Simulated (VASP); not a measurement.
**InPd: single point with PBE**

The system is InPd.

```
CELL_PARAMETERS angstrom
3.24993 0.00000 0.00000
0.00000 3.24993 0.00000
0.00000 0.00000 3.24993
ATOMIC_POSITIONS crystal
In 0.00000 0.00000 0.00000
Pd 0.50000 0.50000 0.50000
```

This cell differs from its parent crystal: volume scaled by 0.98.

| Property | Result |
| --- | --- |
| Program | VASP 6.6.1 |
| Task | single point |
| Functional | PBE |
| Potentials or basis | VASP PAW PBE potentials, release 64 (In_d, Pd) |
| Cutoff | 520 eV |
| k mesh | 8 × 8 × 8 |
| Occupations | fermi-dirac, width 0.05 eV |
| Spin | no spin polarisation |
| Dipole correction | no |
| Further INCAR settings | ALGO = Fast; EDIFF = 1e-06; NBANDS = 18 |

- Pressure: 6.6 GPa

Levels at points of the mesh, in eV from the Fermi level:
| k point | band 9 | band 10 | band 11 | band 12 | band 13 | band 14 | band 15 | band 16 |
| --- | --- | --- | --- | --- | --- | --- | --- | --- |
| (0.00, 0.00, 0.00) | -2.23 | -2.23 | -2.23 | 4.34 | 4.34 | 4.34 | 9.79 | 10.80 |
| (0.50, 0.00, 0.00) | -3.25 | -3.25 | -2.31 | -1.04 | 9.82 | 9.82 | 10.04 | 10.94 |
| (0.50, 0.50, 0.00) | -2.65 | -2.31 | -2.31 | -1.64 | 1.64 | 2.63 | 9.71 | 11.47 |
| (0.50, 0.50, 0.50) | -1.60 | -1.60 | 0.09 | 3.90 | 3.90 | 3.90 | 4.56 | 4.56 |

Run time: 12 s on 1 thread of Intel(R) Xeon(R) Platinum 8375C CPU @ 2.90GHz (Ice Lake), with other jobs on the host, peak memory 0.15 GiB.

Caveat: spin-orbit coupling is left out, which moves the levels of the heavy elements.
